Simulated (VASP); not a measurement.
# Si4N (R3m) in VASP: single point with PBE

Aim: the single point of Si4N with PBE.

All numbers are computed with VASP 6.6.1; they aren't measurements. Logs are shortened: lines on timing, memory, paths and dates and some standing lists are left out, and cuts for length are marked.

### Step 1. The cell of the first run

It takes space group R3m (No. 160, trigonal). The conventional cell has a = 6.706 Å, b = 6.706 Å, c = 5.356 Å, α = 90.00°, β = 90.00°, γ = 120.00°. Within 2.5 Å of Si (site symmetry m) lie 1 N at 1.88 Å and 1 Si at 2.39 Å. Within 2.4 Å of Si (site symmetry 3m) lie 1 N at 1.78 Å and 3 Si at 2.39 Å. Within 2.4 Å of N (site symmetry 3m) lie 4 Si at 1.78 to 1.88 Å.

### Step 2. Single point, PBE

The input, POSCAR:

```
Si4N
1.0
    3.3532313097      1.9359889993      1.7854334978
   -3.3532313097      1.9359889993      1.7854334978
    0.0000000000     -3.8719779986      1.7854334978
Si N
4 1
Direct
    0.7121071658      0.1637514740      0.7121071658
    0.7121071658      0.7121071658      0.1637514740
    0.1637514740      0.7121071658      0.7121071658
    0.3231833909      0.3231833909      0.3231833909
    0.9913456635      0.9913456635      0.9913456635
```

The input, INCAR.step1:

```
SYSTEM = Si4N
PREC = Accurate
ENCUT = 520
EDIFF = 1E-7
ISMEAR = 0
SIGMA = 0.1
LREAL = .FALSE.
LASPH = .TRUE.
NELM = 100
ALGO = Normal
ISIF = 2
LWAVE = .FALSE.
LCHARG = .TRUE.
GGA = PE
NBANDS = 18
```

The input, KPOINTS.step1:

```
regular mesh
0
G
  12 12 12
  0 0 0
```

The input, INCAR.step2:

```
SYSTEM = Si4N
PREC = Accurate
ENCUT = 520
EDIFF = 1E-7
ISMEAR = -5
SIGMA = 0.1
LREAL = .FALSE.
LASPH = .TRUE.
NELM = 100
ALGO = Normal
ISIF = 2
LWAVE = .FALSE.
LCHARG = .FALSE.
GGA = PE
LORBIT = 10
NBANDS = 18
NEDOS = 2001
ICHARG = 11
```

The input, KPOINTS.step2:

```
regular mesh
0
G
  18 18 18
  0 0 0
```

Potentials or basis: VASP PAW PBE potentials, release 64 (Si, N).

Run with:

```console
$ cat potpaw_PBE.64/Si/POTCAR potpaw_PBE.64/N/POTCAR > POTCAR
$ cp INCAR.step1 INCAR
$ cp KPOINTS.step1 KPOINTS
$ mpirun -np 1 vasp_std > vasp.out
$ cp INCAR.step2 INCAR
$ cp KPOINTS.step2 KPOINTS
$ mpirun -np 1 vasp_std > vasp.out
```

OUTCAR:

```text
SYSTEM = Si4N
   PREC = Accurate
   ENCUT = 520
   EDIFF = 1E-7
   ISMEAR = -5
   LREAL = .FALSE.
   LASPH = .TRUE.
   NELM = 100
   ISIF = 2
   GGA = PE
   LORBIT = 10
   ICHARG = 11

 ion  position               nearest neighbor table
   1  0.712  0.164  0.712-   5 1.88   4 2.39   3 2.65   3 2.65   2 2.65   2 2.65   4 3.02   2 3.03
                             3 3.03
   2  0.712  0.712  0.164-   5 1.88   4 2.39   1 2.65   3 2.65   1 2.65   3 2.65   4 3.02   1 3.03
                             3 3.03
   3  0.164  0.712  0.712-   5 1.88   4 2.39   1 2.65   1 2.65   2 2.65   2 2.65   4 3.02   2 3.03
                             1 3.03
   4  0.323  0.323  0.323-   5 1.78   2 2.39   3 2.39   1 2.39   2 3.02   1 3.02   3 3.02
   5  0.991  0.991  0.991-   4 1.78   2 1.88   3 1.88   1 1.88

  LATTYP: Found a trigonal (rhomboedric) cell.
 ALAT       =     4.2637995259
 COS(alpha) =    -0.2369822475

  Lattice vectors:

 A1 = (   3.3532313097,   1.9359889993,   1.7854334978)
 A2 = (  -3.3532313097,   1.9359889993,   1.7854334978)
 A3 = (   0.0000000000,  -3.8719779986,   1.7854334978)

Analysis of symmetry for initial positions (statically):
=====================================================================
 Subroutine PRICEL returns:
 Original cell was already a primitive cell.

 Routine SETGRP: Setting up the symmetry group for a
 trigonal (rhombohedral) supercell.

 Subroutine GETGRP returns: Found  6 space group operations
 (whereof  6 operations were pure point group operations)
 out of a pool of 12 trial point group operations.

The static configuration has the point symmetry C_3v.

Analysis of symmetry for dynamics (positions and initial velocities):
=====================================================================
 Subroutine PRICEL returns:
 Original cell was already a primitive cell.

 Routine SETGRP: Setting up the symmetry group for a
 trigonal (rhombohedral) supercell.

 Subroutine GETGRP returns: Found  6 space group operations
 (whereof  6 operations were pure point group operations)
 out of a pool of 12 trial point group operations.

The dynamic configuration has the point symmetry C_3v.

 Subroutine INISYM returns: Found  6 space group operations
 (whereof  6 operations are pure point group operations),
 and found     1 'primitive' translations

----------------------------------------------------------------------------------------

                                     Primitive cell

  volume of cell :      69.5443

  direct lattice vectors                    reciprocal lattice vectors
     3.353231310  1.935988999  1.785433498     0.149109904  0.086088643  0.186696023
    -3.353231310  1.935988999  1.785433498    -0.149109904  0.086088643  0.186696023
     0.000000000 -3.871977999  1.785433498     0.000000000 -0.172177287  0.186696023

  length of vectors
     4.263799526  4.263799526  4.263799526     0.253969335  0.253969335  0.253969335

  position of ions in fractional coordinates (direct lattice)
     0.712107166  0.163751474  0.712107166
     0.712107166  0.712107166  0.163751474
     0.163751474  0.712107166  0.712107166
     0.323183391  0.323183391  0.323183391
     0.991345663  0.991345663  0.991345663

  ion indices of the primitive-cell ions
   primitive index   ion index
                 1           1
                 2           2
                 3           3
                 4           4
                 5           5

----------------------------------------------------------------------------------------

 KPOINTS: regular mesh

Automatic generation of k-mesh.
 Grid dimensions read from file:
 generate k-points for:   18   18   18

 Generating k-lattice:

  Cartesian coordinates                     Fractional coordinates (reciprocal lattice)
     0.008283884  0.004782702  0.010372001     0.055555556  0.000000000 -0.000000000
    -0.008283884  0.004782702  0.010372001     0.000000000  0.055555556 -0.000000000
     0.000000000 -0.009565405  0.010372001    -0.000000000 -0.000000000  0.055555556

  Length of vectors
     0.014109407  0.014109407  0.014109407

  Shift w.r.t. Gamma in fractional coordinates (k-lattice)
     0.000000000  0.000000000  0.000000000

 TETIRR: Found   8688 inequivalent tetrahedra from    34992

 Subroutine IBZKPT returns following result:
 ===========================================

 Found    580 irreducible k-points:

 Following reciprocal coordinates:
            Coordinates               Weight
  0.000000  0.000000  0.000000      1.000000
  0.055556 -0.000000 -0.000000      6.000000
  0.111111 -0.000000 -0.000000      6.000000
  0.166667 -0.000000 -0.000000      6.000000
  0.222222 -0.000000  0.000000      6.000000
  0.277778  0.000000 -0.000000      6.000000
[... 16 lines left out ...]
 -0.277778  0.055556  0.000000     12.000000
 -0.222222  0.055556 -0.000000     12.000000
 [... further k-points ...]
   k-points           NKPTS =    580   k-points in BZ     NKDIM =    580   number of bands    NBANDS=     18
   number of dos      NEDOS =   2001   number of ions     NIONS =      5
   total plane-waves  NPLWV =  32768
   dimension x,y,z NGX =    32 NGY =   32 NGZ =   32
   dimension x,y,z NGXF=    64 NGYF=   64 NGZF=   64
   ions per type =               4   1
   NGX,Y,Z   is equivalent  to a cutoff of  12.48, 12.48, 12.48 a.u.
   NGXF,Y,Z  is equivalent  to a cutoff of  24.95, 24.95, 24.95 a.u.
 SYSTEM =  Si4N
   PREC   = accura    normal or accurate (medium, high low for compatibility)
   ISTART =      0    job   : 0-new  1-cont  2-samecut
   ICHARG =     11    charge: 1-file 2-atom 10-const
   ISPIN  =      1    spin polarized calculation?
   LNONCOLLINEAR =      F non collinear calculations
   LSORBIT =      F    spin-orbit coupling
   LASPH  =      T    aspherical Exc in radial PAW
   ENCUT  =  520.0 eV  38.22 Ry    6.18 a.u.   7.93  7.93  7.93*2*pi/ulx,y,z
   NELM   =    100;   NELMIN=  2; NELMDL=  0     # of ELM steps
   EDIFF  = 0.1E-06   stopping-criterion for ELM
   LREAL  =      F    real-space projection
   EDIFFG = 0.1E-05   stopping-criterion for IOM
   NSW    =      0    number of steps for IOM
   IBRION =     -1    ionic relax: 0-MD 1-quasi-New 2-CG
   NFREE  =      0    steps in history (QN), initial steepest desc. (CG)
   ISIF   =      2    stress and relaxation
   ISYM   =      2    0-nonsym 1-usesym 2-fastsym
   POTIM  = 0.5000    time-step for ionic-motion
   TEBEG  =    0.0;   TEEND  =   0.0 temperature during run
   PSTRESS=    0.0 pullay stress
   NELECT =      21.0000    total number of electrons
   NUPDOWN=      -1.0000    fix difference up-down
   EMIN   =  10.00;   EMAX   =-10.00  energy-range for DOS
   EFERMI =   0.00;   METHOD = LEGACY
   ISMEAR =    -5;   SIGMA  =   0.10  broadening in eV -4-tet -1-fermi 0-gaus
   EFERMI_NEDOS =   21; number of points for ismear=-14 and -15
   IALGO  =     38    algorithm
   IMIX   =      4    mixing-type and parameters
     AMIX     =   0.40;   BMIX     =  1.00
     AMIX_MAG =   1.60;   BMIX_MAG =  1.00
  volume/ion in A,a.u.               =      13.91        93.86
  Fermi-wavevector in a.u.,A,eV,Ry     =   1.098316  2.075517 16.412695  1.206299
  Thomas-Fermi vector in A             =   2.234692
   LORBIT       =     10    0 simple, 1 ext, 2 COOP (PROOUT), +10 PAW based schemes
   GGA     = PE    functional components
   LHFCALC =     F    Hartree Fock is set to
   AEXX    =    0.0000 exact exchange contribution
   IVDW    =     0    specifies the selected vdW correction
   LEPSILON=     F    determine dielectric tensor
   LRPA    =     F    only Hartree local field effects (RPA)
 non-spin polarized calculation
 Fermi weights with tetrahedron method with Bloechl corrections
  energy-cutoff  :      520.00
  volume of cell :       69.54
 maximum number of plane-waves:      1897

 number of electron      21.0000001 magnetization

 Free energy of the ion-electron system (eV)
  ---------------------------------------------------
  ext. energy  EPLUGINS =         0.00000000
  ---------------------------------------------------
  free energy    TOTEN  =       -29.11096180 eV

  energy without entropy =      -29.11096180  energy(sigma->0) =      -29.11096180

 E-fermi :   8.6784     XC(G=0): -10.8364

 val. band max:        8.7566902397   @ k =   0.3889   0.1667   0.1667
 cond. band min:       8.6493486949   @ k =   0.4444   0.2778   0.1111
 fundamental gap:     -0.1073415448
 Fermi energy:         8.6784222246

 k-point     1 :       0.0000    0.0000    0.0000
  band No.  band energies     occupation
      1      -9.2544      2.00000
      2      -2.1121      2.00000
      3       0.3767      2.00000
      4       1.3173      2.00000
      5       1.3173      2.00000
      6       4.4902      2.00000
[... 10 lines left out ...]
     17      15.3012      0.00000
     18      15.4272      0.00000

 k-point     2 :       0.0556   -0.0000   -0.0000
  band No.  band energies     occupation
      1      -9.2459      2.00000
      2      -2.1448      2.00000
      3       0.4110      2.00000
      4       1.2721      2.00000
      5       1.3101      2.00000
      6       4.2194      2.00000
[... 10 lines left out ...]
     17      15.2831      0.00000
     18      15.4554      0.00000

 k-point     3 :       0.1111   -0.0000   -0.0000
  band No.  band energies     occupation
      1      -9.2212      2.00000
      2      -2.2360      2.00000
      3       0.5013      2.00000
      4       1.1526      2.00000
      5       1.2900      2.00000
      6       3.8493      2.00000
[... 10 lines left out ...]
     17      15.1670      0.00000
     18      15.7041      0.00000

 k-point     4 :       0.1667   -0.0000   -0.0000
  band No.  band energies     occupation
      1      -9.1826      2.00000
      2      -2.3690      2.00000
      3       0.6053      2.00000
      4       1.0085      2.00000
      5       1.2606      2.00000
      6       3.5321      2.00000
[... 10 lines left out ...]
     17      14.9003      0.00000
     18      15.3334      0.00000

 k-point     5 :       0.2222   -0.0000    0.0000
  band No.  band energies     occupation
      1      -9.1340      2.00000
      2      -2.5243      2.00000
      3       0.6147      2.00000
      4       0.9507      2.00000
      5       1.2267      2.00000
      6       3.2985      2.00000
[... 10 lines left out ...]
     17      14.5666      0.00000
     18      14.5730      0.00000

 k-point     6 :       0.2778    0.0000   -0.0000
  band No.  band energies     occupation
      1      -9.0806      2.00000
      2      -2.6833      2.00000
      3       0.4927      2.00000
      4       1.0111      2.00000
      5       1.1932      2.00000
      6       3.1662      2.00000
[... 307 lines left out ...]
 k-point    21 :      -0.3889    0.0556    0.0000
  band No.  band energies     occupation
      1      -8.9913      2.00000
      2      -2.8768      2.00000
      3       0.1945      2.00000
      4       1.0460      2.00000
      5       1.2855      2.00000
      6       3.0019      2.00000
[... 10 lines left out ...]
     17      14.2333      0.00000
     18      15.2250      0.00000

 k-point    22 :      -0.3333    0.0556    0.0000
  band No.  band energies     occupation
      1      -9.0373      2.00000
      2      -2.7440      2.00000
      3       0.3105      2.00000
      4       1.0272      2.00000
      5       1.3005      2.00000
      6       2.9639      2.00000
[... 10 lines left out ...]
     17      14.0164      0.00000
     18      14.5692      0.00000

 k-point    23 :      -0.2778    0.0556    0.0000
  band No.  band energies     occupation
      1      -9.0897      2.00000
      2      -2.5883      2.00000
      3       0.4050      2.00000
      4       1.0126      2.00000
      5       1.3208      2.00000
      6       3.0325      2.00000
[... 10 lines left out ...]
     17      14.1695      0.00000
     18      14.6317      0.00000

 k-point    24 :      -0.2222    0.0556   -0.0000
  band No.  band energies     occupation
      1      -9.1417      2.00000
      2      -2.4278      2.00000
      3       0.4297      2.00000
      4       1.0480      2.00000
      5       1.3421      2.00000
      6       3.2231      2.00000
[... 10 lines left out ...]
     17      14.5233      0.00000
     18      15.2673      0.00000

 [... further k-points ...]

------------------------ aborting loop because EDIFF is reached ----------------------------------------

  FORCE on cell =-STRESS in cart. coord.  units (eV):
  Direction    XX          YY          ZZ          XY          YZ          ZX
  --------------------------------------------------------------------------------------
  -------------------------------------------------------------------------------------
  Total       -0.0339911     -0.0339911      0.0359980      0.0000000      0.0000000      0.0000000
  in kB       -0.7830950     -0.7830950      0.8293299      0.0000000      0.0000000      0.0000000
  external PRESSURE =      -0.2456200 kB  Pullay stress =       0.0000000 kB

 VOLUME and BASIS-vectors are now :
 -----------------------------------------------------------------------------
  energy-cutoff  :      520.00
  volume of cell :       69.54
      direct lattice vectors                 reciprocal lattice vectors
     3.353231310  1.935988999  1.785433498     0.149109904  0.086088643  0.186696023
    -3.353231310  1.935988999  1.785433498    -0.149109904  0.086088643  0.186696023
     0.000000000 -3.871977999  1.785433498     0.000000000 -0.172177287  0.186696023

 POSITION                                       TOTAL-FORCE (eV/Angst)
 -----------------------------------------------------------------------------------
      1.83876     -1.06161      2.83521         0.005277     -0.003047      0.003137
      0.00000      2.12322      2.83521        -0.000000      0.006093      0.003137
     -1.83876     -1.06161      2.83521        -0.005277     -0.003047      0.003137
      0.00000      0.00000      1.73107        -0.000000      0.000000     -0.003137
      0.00000      0.00000      5.30995        -0.000000     -0.000000     -0.006275
 -----------------------------------------------------------------------------------
    total drift:                               -0.000000     -0.000000     -0.000266

  FREE ENERGIE OF THE ION-ELECTRON SYSTEM (eV)
  ---------------------------------------------------
  free  energy   TOTEN  =       -29.1109617978 eV

  energy  without entropy=      -29.1109617978  energy(sigma->0) =      -29.11096180

 total charge

# of ion       s       p       d       tot
------------------------------------------
    1        0.749   0.818   0.000   1.567
    2        0.749   0.818   0.000   1.567
    3        0.749   0.818   0.000   1.567
    4        0.811   0.817   0.000   1.628
    5        1.268   2.592   0.000   3.860
--------------------------------------------------
tot          4.326   5.864   0.000  10.190
```

Wall time 6.8 min (1 thread of AMD EPYC 7R43 (Zen 3), shared host); peak memory 0.59 GiB.

Results:

```yaml
Valence_electrons_inside_the_program's_atomic_spheres: Si 1.57, 1.63 (each value once); N 3.86
```

Caveat: tetrahedron occupations give inexact forces and stress in metals.
